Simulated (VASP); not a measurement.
A run of VASP 6.6.1 is set up as follows.

POSCAR

```
WC
1.0
    2.9065000000      0.0000000000      0.0000000000
   -1.4532500000      2.5171028361      0.0000000000
    0.0000000000      0.0000000000      2.8366000000
W C
1 1
Direct
    0.0000000000      0.0000000000      0.0000000000
    0.6666666667      0.3333333333      0.5000000000
```

File INCAR.step1:

```
SYSTEM = WC
ALGO = Normal ; EDIFF = 1E-4
ENCUT = 600 ; GGA = PE
ISMEAR = -1 ; LASPH = .True.
LCHARG = .False. ; LREAL = .False.
LWAVE = .True. ; NELM = 100
PREC = Accurate ; SIGMA = 0.1
```

INCAR.step2

```
SYSTEM = WC
ALGO = Normal ; EDIFF = 1E-7
EDIFFG = -0.002 ; ENCUT = 600
IBRION = 2 ; ISIF = 3
ISMEAR = -1 ; ISTART = 1
LASPH = .True. ; LCHARG = .False.
LMIXTAU = .True. ; LREAL = .False.
LWAVE = .False. ; METAGGA = R2SCAN
NELM = 100 ; NSW = 100
PREC = Accurate ; SIGMA = 0.1
```

Contents of KPOINTS:

```
k-points
0
Gamma
  14 14 14
  0 0 0
```

Potentials or basis: VASP PAW PBE potentials, release 64 (W_sv, C).

Command:

```bash
$ cat potpaw_PBE.64/W_sv/POTCAR potpaw_PBE.64/C/POTCAR > POTCAR
$ cp INCAR.step1 INCAR
$ mpirun -np 1 vasp_std > vasp.out
$ cp INCAR.step2 INCAR
$ mpirun -np 1 vasp_std > vasp.out
```

**Question.** Predict the band gap on the k mesh.

**Answer.** Zero (bands 9 and 10 overlap by 1.33 eV).

**Question.** Predict the relaxed volume.

**Answer.** 10.46 Å³/atom.

Final structure:
```cif
data_structure
_symmetry_space_group_name_H-M 'P 1'
_symmetry_Int_Tables_number 1
_cell_length_a 2.9167
_cell_length_b 2.9167
_cell_length_c 2.8400
_cell_angle_alpha 90.000
_cell_angle_beta 90.000
_cell_angle_gamma 120.000
_cell_volume 20.92
loop_
_atom_site_label
_atom_site_type_symbol
_atom_site_fract_x
_atom_site_fract_y
_atom_site_fract_z
_atom_site_occupancy
W1 W 0.00000 0.00000 0.00000 1
C1 C 0.66667 0.33333 0.50000 1
```

Caveat: the PAW data sets were made with another functional, which shifts forces and pressure a little; spin-orbit coupling is left out, which moves the levels of the heavy elements. Zero-point motion and thermal expansion aren't in these numbers.
